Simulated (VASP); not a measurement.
A run of VASP 6.6.1:

Contents of INCAR:

```
SYSTEM = In
PREC = Accurate
ENCUT = 520
EDIFF = 1E-7
ISMEAR = 0
SIGMA = 0.15
LREAL = .False.
LASPH = .True.
NELM = 100
ALGO = Fast
ISIF = 2
LWAVE = .False.
LCHARG = .False.
GGA = PS
NBANDS = 12
```

KPOINTS

```
Automatic mesh
0
Gamma
  20 20 20
  0 0 0
```

The input POSCAR:

```
In
1.0
   -1.6749345000      1.6749345000      2.5481685000
    1.6749345000     -1.6749345000      2.5481685000
    1.6749345000      1.6749345000     -2.5481685000
In
1
Direct
    0.0000000000      0.0000000000      0.0000000000
```

Potentials or basis: VASP PAW PBE potentials, release 64 (In_d).

The run is started by

```console
$ cat potpaw_PBE.64/In_d/POTCAR > POTCAR
$ mpirun -np 1 vasp_std > vasp.out
```

Hardware: 1 thread of Intel(R) Xeon(R) 6975P-C (Granite Rapids), on a shared host.

Task: How long does it take, and how much memory?

Result: Run time: 120 s on 1 thread of Intel(R) Xeon(R) 6975P-C (Granite Rapids) (shared host), peak memory 0.32 GiB. Counts: scf iterations 15, k points 641.
